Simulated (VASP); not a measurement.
A run of VASP 6.6.1 is set up as follows.

The input INCAR:

```
PREC     = Accurate       # precision mode
ENCUT    = 520            # plane-wave cutoff, eV
EDIFF    = 1E-6           # SCF threshold, eV
ISMEAR   = 0              # smearing method
SIGMA    = 0.1            # smearing width, eV
LREAL    = F              # projectors in reciprocal space
LASPH    = T              # aspherical terms in the spheres
NELM     = 80             # most SCF steps
ALGO     = Normal         # electronic algorithm
ISIF     = 2              # what is computed and relaxed
LWAVE    = F              # write WAVECAR
LCHARG   = F              # write CHGCAR
GGA      = PE             # functional
IVDW     = 12             # dispersion correction
NBANDS   = 34             # bands
```

The input KPOINTS:

```
Automatic mesh
0
Gamma
  6 6 2
```

File POSCAR:

```
Bi2Br3
1.0
    4.9106149966     -0.0000000035      0.0000000000
   -2.4553074953      4.2527173370      0.0000000000
    0.0000000000      0.0000000000      7.6547385857
Bi Br
2 3
Direct
    0.6666666667      0.3333333333      0.1574415266
    0.3333333333      0.6666666667      0.8425584734
    0.0000000000      0.0000000000      0.0000000000
    0.3333333333      0.6666666667      0.3394216608
    0.6666666667      0.3333333333      0.6605783392
```

Potentials or basis: VASP PAW PBE potentials, release 64 (Bi_d, Br).

Run with:

```sh
$ cat potpaw_PBE.64/Bi_d/POTCAR potpaw_PBE.64/Br/POTCAR > POTCAR
$ mpirun -np 1 vasp_std > vasp.out
```

(1) Estimate the dispersion energy per atom.

(2) What does it give for the largest force?

## Answers

(1) -0.322 eV.

(2) 0.018 eV/Å.

Caveat: the k points lie up to 0.41 Å⁻¹ apart, too coarse for converged energies and pressures of a metal; an odd number of electrons without spin polarisation forces a metal; a magnetic or distorted state may lie lower.
